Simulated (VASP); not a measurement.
Runs of VASP 6.6.1 on Ti4C. The structure is that of space group F-43m (No. 216), or close to it. The cells are those of the table. The cell was built from a structure type or drawn by symmetry, and may not be a known phase.

```csv
task,spin,cell,cutoff (eV),gap on the mesh (eV),pressure (GPa),largest force (eV/Å)
single point,collinear,"a = 5.987 Å, angles 60.0°, 5 atoms",520,none,2.2,0.58
single point,off,"a = 4.784 Å, angles 60.0°, 5 atoms",520,none,86.0,11.00
relaxation of cell and atoms,off,"relaxed from a = 4.784 Å, angles 60.0°, 5 atoms",600,none,0.2,0.03
single point,off,"a = 5.987 Å, angles 60.0°, 5 atoms",520,none,(a),0.08
```

Alike in all rows: level PBE; potentials or basis VASP PAW PBE potentials, release 64 (Ti_sv, C); k mesh 4 × 4 × 4; smearing gaussian 0.1 eV.

Problem. Estimate the missing entries.

Solution. (a) 0.1.

Caveats: some runs use coarse meshes; atoms lie so close that the PAW spheres overlap strongly, which falsifies energies and pressures (at least some runs); forces of over 1 eV/Å act on the atoms, so gaps and moduli don't describe the material at rest (at least some runs).

A gap of «none» marks levels without a gap at the run's occupations.
